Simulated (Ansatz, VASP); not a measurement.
# Tl2Sn2H5 in VASP and in Ansatz

The input INCAR:

```
PREC = Accurate ; ENCUT = 520
EDIFF = 1E-7 ; ISMEAR = 0
SIGMA = 0.1 ; LREAL = False
LASPH = True ; NELM = 80
ALGO = Normal ; ISIF = 2
LWAVE = False ; LCHARG = True
GGA = PE ; LELF = True
LVHAR = True ; NBANDS = 40
```

File KPOINTS:

```
Automatic mesh
0
Gamma
  3 3 3
```

The input POSCAR:

```
Tl2Sn2H5
1.0
    3.6657924500      2.1164462600      7.8066691400
   -3.6657924500      2.1164462600      7.8066691400
    0.0000000000     -4.2328925200      7.8066691400
Tl Sn H
2 2 5
Direct
    0.0603311800      0.0603311800      0.0603311800
    0.9396688200      0.9396688200      0.9396688200
    0.1565542600      0.1565542600      0.1565542600
    0.8434457400      0.8434457400      0.8434457400
    0.5000000000      0.5000000000      0.0000000000
    0.0000000000      0.5000000000      0.5000000000
    0.5000000000      0.0000000000      0.5000000000
    0.5000000000      0.5000000000      0.5000000000
    0.0000000000      0.0000000000      0.0000000000
```

Input for Ansatz:

```yaml
crystal:
  lattice:
    - [3.66579245, 2.11644626, 7.80666914]
    - [-3.66579245, 2.11644626, 7.80666914]
    - [0.0, -4.23289252, 7.80666914]
  atoms:
    - { symbol: Tl, position: [0.06033118, 0.06033118, 0.06033118] }
    - { symbol: Tl, position: [0.93966882, 0.93966882, 0.93966882] }
    - { symbol: Sn, position: [0.15655426, 0.15655426, 0.15655426] }
    - { symbol: Sn, position: [0.84344574, 0.84344574, 0.84344574] }
    - { symbol: H, position: [0.5, 0.5, 0.0] }
    - { symbol: H, position: [0.0, 0.5, 0.5] }
    - { symbol: H, position: [0.5, 0.0, 0.5] }
    - { symbol: H, position: [0.5, 0.5, 0.5] }
    - { symbol: H, position: [0.0, 0.0, 0.0] }
basis:
  ecutwfc: 420
kpoints:
  mp_grid: { grid: [3, 3, 3] }
hamiltonian:
  xc: pbe
scf:
  occupations: { method: gaussian, width: 0.1 }
  lower_state_search: "off"
output:
  forces: true
  stress: true
  eigenvalues: true
```

Alike in both runs: task single point; functional PBE; k mesh 3 × 3 × 3; occupations gaussian, width 0.1 eV; no spin polarisation.

|  | VASP | Ansatz |
| --- | --- | --- |
| version | VASP 6.6.1 | Ansatz 0.2.0 |
| potentials or method | VASP PAW PBE potentials, release 64 (Tl_d, Sn_d, H), cutoff 520 eV | scalar-relativistic, plane waves, PAW |
| valence electrons in the cell | 59 | 59 |

```tsv
	VASP	Ansatz	Ansatz less VASP
gap on the k mesh at the Fermi level (eV)	none	none	-
pressure (GPa)	8.1	8.3	+0.15
traceless stress, the component that is largest in VASP (GPa)	23.60	23.81	+0.203
rms of the force components (eV/Å)	2.698	2.706	+0.0086
```

Atom by atom the forces differ by 0.064 eV/Å (rms over components). A gap of «none» marks a metal or a gap that the smearing closes.

Neither program's run includes spin-orbit coupling.
